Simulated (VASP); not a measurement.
Write the native input for VASP 6.6.1 that does the following.

- Task: single point
- Functional: PBE
- Potentials or basis: VASP PAW PBE potentials, release 64 (Ni, Si)
- Cutoff: 520 eV
- k mesh: 16 × 16 × 16
- Occupations: fermi-dirac, width 0.08 eV
- Spin: no spin polarisation
- Dipole correction: no
- Further INCAR settings: ALGO = Normal; EDIFF = 1e-07; NBANDS = 14

The structure of SiNi (rocksalt type) lies in POSCAR:

```
SiNi
1.0
    0.0000000000      2.1816296069      2.1816296069
    2.1816296069      0.0000000000      2.1816296069
    2.1816296069      2.1816296069      0.0000000000
Ni Si
1 1
Direct
    0.0000000000      0.0000000000      0.0000000000
    0.5000000000      0.5000000000      0.5000000000
```

The input as run:

INCAR

```
SYSTEM = SiNi
PREC = Accurate ; ENCUT = 520
EDIFF = 1E-7 ; ISMEAR = -1
SIGMA = 0.08 ; LREAL = .FALSE.
LASPH = .TRUE. ; NELM = 80
ALGO = Normal ; ISIF = 2
LWAVE = .FALSE. ; LCHARG = .TRUE.
GGA = PE ; LELF = .TRUE.
LVHAR = .TRUE. ; NBANDS = 14
```

KPOINTS

```
Automatic mesh
0
G
  16 16 16
  0 0 0
```

Potentials or basis: VASP PAW PBE potentials, release 64 (Ni, Si).

Run with:

```bash
$ cat potpaw_PBE.64/Ni/POTCAR potpaw_PBE.64/Si/POTCAR > POTCAR
$ mpirun -np 1 vasp_std > vasp.out
```

Results of the run:

- Pressure: 60.9 GPa
- Band gap on the k mesh: zero (band 7 reaches 17.95 eV, above the bottom of band 8 at 11.32 eV)

Run time: 45 s on 1 thread of Intel(R) Xeon(R) Platinum 8259CL CPU @ 2.50GHz (Skylake/Cascade Lake) (shared host), peak memory 0.17 GiB.
